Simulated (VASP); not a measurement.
Here is a VASP 6.6.1 calculation.

File INCAR:

```
SYSTEM = Tl3CO3F
ALGO     = Normal         ! electronic algorithm
EDIFF    = 1E-6           ! SCF threshold, eV
ENCUT    = 520            ! plane-wave cutoff, eV
GGA      = PE             ! functional
GGA_COMPAT= .False.      
ISIF     = 2              ! what is computed and relaxed
ISMEAR   = 1              ! smearing method
LASPH    = .True.         ! aspherical terms in the spheres
LCHARG   = .True.         ! write CHGCAR
LELF     = .True.         ! ELF
LREAL    = .False.        ! projectors in reciprocal space
LVHAR    = .True.       
LWAVE    = .False.        ! write WAVECAR
NBANDS   = 82             ! bands
NELM     = 120            ! most SCF steps
PREC     = Accurate       ! precision mode
SIGMA    = 0.15           ! smearing width, eV
```

File KPOINTS:

```
k-points
0
Gamma
  2 2 3
  0 0 0
```

The input POSCAR:

```
Tl3CO3F
1.0
    7.2704800000     -0.6879580000     -0.3487150000
    1.0397130000      7.3453180000     -0.1265480000
    0.6391080000      0.2092800000      5.7774120000
O Tl F C
6 6 2 2
Direct
    0.5842521060      0.0692023945      0.4016834697
    0.3811686304      0.8664349099      0.5851303012
    0.9297782757      0.8340280826      0.1421775385
    0.2622561747      0.8228995528      0.1249872702
    0.1882897552      0.7616232297      0.5390177052
    0.2696385091      0.0471954619      0.2626017469
    0.8186346426      0.3024601667      0.1807776403
    0.9095291160      0.4973938946      0.6602183899
    0.3269105366      0.5535325074      0.8032703985
    0.0665837772      0.0513174270      0.8156298840
    0.5886730416      0.7024379279      0.2297179489
    0.4968281107      0.1204576454      0.8872284145
    0.2216039882      0.3074213811      0.5319783660
    0.8404363675      0.9183875231      0.5563719313
    0.5061455146      0.3222361595      0.4205408710
    0.6677474964      0.8259188266      0.6889612415
```

Potentials or basis: VASP PAW PBE potentials, release 64 (O, Tl_d, F, C).

Launch:

```console
$ cat potpaw_PBE.64/O/POTCAR potpaw_PBE.64/Tl_d/POTCAR potpaw_PBE.64/F/POTCAR potpaw_PBE.64/C/POTCAR > POTCAR
$ mpirun -np 1 vasp_std > vasp.out
```

(1) What does it give for the pressure?

(2) Predict the band gap on the k mesh.

(3) Estimate the largest force.

Results:

(1) -4.9 GPa.

(2) zero (bands 68 and 69 overlap by 0.07 eV).

(3) 5.357 eV/Å.

Caveat: the k points lie up to 0.43 Å⁻¹ apart; spin-orbit coupling is left out, which moves the levels of the heavy elements.
